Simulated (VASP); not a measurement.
Here is a VASP 6.6.1 calculation.

The input INCAR:

```
SYSTEM = VN
PREC = Accurate
ENCUT = 600
EDIFF = 1E-6
ISMEAR = -4
SIGMA = 0.1
LREAL = .FALSE.
LASPH = .TRUE.
NELM = 200
ALGO = Normal
ISIF = 2
LWAVE = .FALSE.
LCHARG = .FALSE.
ISPIN = 2
MAGMOM = 0.3 0
LORBIT = 11
LMAXMIX = 4
GGA = PE
NBANDS = 20
GGA_COMPAT = .FALSE.
```

KPOINTS

```
regular mesh
0
G
  6 6 6
  0 0 0
```

POSCAR

```
VN
1.0
    0.0000000000      2.0624650000      2.0624650000
    2.0624650000      0.0000000000      2.0624650000
    2.0624650000      2.0624650000      0.0000000000
V N
1 1
Direct
    0.0000000000      0.0000000000      0.0000000000
    0.5000000000      0.5000000000      0.5000000000
```

Potentials or basis: VASP PAW PBE potentials, release 64 (V_sv, N).

Command:

```console
$ cat potpaw_PBE.64/V_sv/POTCAR potpaw_PBE.64/N/POTCAR > POTCAR
$ mpirun -np 1 vasp_std > vasp.out
```

Q: What does it give for the net moment?

A: 0.01 μB per cell.

Q: Estimate the band gap on the k mesh.

A: Zero (filled and empty bands overlap).

Q: Estimate the pressure.

A: 0.7 GPa.

Caveat: the k points lie up to 0.44 Å⁻¹ apart. With open d or f shells a metallic result of PBE can be an artefact of self-interaction; +U or a hybrid may open a gap.
